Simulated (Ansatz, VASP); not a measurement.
**One calculation of Hf, two programs**

```
CELL_PARAMETERS angstrom
3.11897 0.00000 0.00000
0.00000 4.94206 0.00000
0.00000 0.00000 22.30260
ATOMIC_POSITIONS crystal
Hf 0.75000 0.75000 0.36316
Hf 0.25000 0.25000 0.40272
Hf 0.25000 0.75000 0.47734
Hf 0.75000 0.25000 0.52266
Hf 0.75000 0.75000 0.59728
Hf 0.25000 0.25000 0.63684
```

Alike in both runs: task single point; functional LDA; k mesh 12 × 8 × 1; occupations fermi-dirac, width 0.05 eV; no spin polarisation.

|  | VASP | Ansatz |
| --- | --- | --- |
| version | VASP 6.6.1 | Ansatz 0.2.0 |
| potentials or method | VASP PAW LDA potentials, release 64 (Hf_pv) | PAW with Ansatz's default frozen-core files, scalar-relativistic |
| plane-wave cutoff (eV) | 520 | 420 |
| valence electrons in the cell | 60 | 156 |

|  | VASP | Ansatz | Ansatz less VASP |
| --- | --- | --- | --- |
| rms of the force components (eV/Å) | 0.009 | 0.003 | -0.0063 |

LDA's correlation is that of Perdew and Zunger in VASP and of Perdew and Wang (1992) in Ansatz. Atom by atom the forces differ by 0.007 eV/Å (rms over components). VASP's potentials hold 60 valence electrons a cell and Ansatz's 156, so a difference there can come from the potentials and not from the codes. Ansatz's warnings: structure snapped to symmetry.

Neither program's run includes spin-orbit coupling.
